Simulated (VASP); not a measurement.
A run of VASP 6.6.1:

Contents of INCAR:

```
ALGO     = Normal         # electronic algorithm
EDIFF    = 1E-6           # SCF threshold, eV
ENCUT    = 520            # plane-wave cutoff, eV
GGA      = PE             # functional
ISIF     = 2              # what is computed and relaxed
ISMEAR   = -1             # smearing method
LASPH    = T              # aspherical terms in the spheres
LCHARG   = F              # write CHGCAR
LREAL    = F              # projectors in reciprocal space
LWAVE    = F              # write WAVECAR
NBANDS   = 20             # bands
NELM     = 60             # most SCF steps
PREC     = Accurate       # precision mode
SIGMA    = 0.08           # smearing width, eV
```

File KPOINTS:

```
k-points
0
Gamma
  13 13 7
```

The input POSCAR:

```
In
1.0
    3.4047637810      0.0000000000      0.0000000000
   -1.7023818905      2.9486119282      0.0000000000
    0.0000000000      0.0000000000      5.3674952393
In
2
Direct
    0.3333333333      0.6666666667      0.2500000000
    0.6666666667      0.3333333333      0.7500000000
```

Potentials or basis: VASP PAW PBE potentials, release 64 (In_d).

Command:

```sh
$ cat potpaw_PBE.64/In_d/POTCAR > POTCAR
$ mpirun -np 1 vasp_std > vasp.out
```

Hardware: 1 thread of Intel(R) Xeon(R) 6975P-C (Granite Rapids), on a shared host.

Task: Estimate the wall time of this run.

Result: Wall time 39 s on 1 thread of Intel(R) Xeon(R) 6975P-C (Granite Rapids), on a shared host, peak memory 0.22 GiB. Counts: scf iterations 11, k points 84.
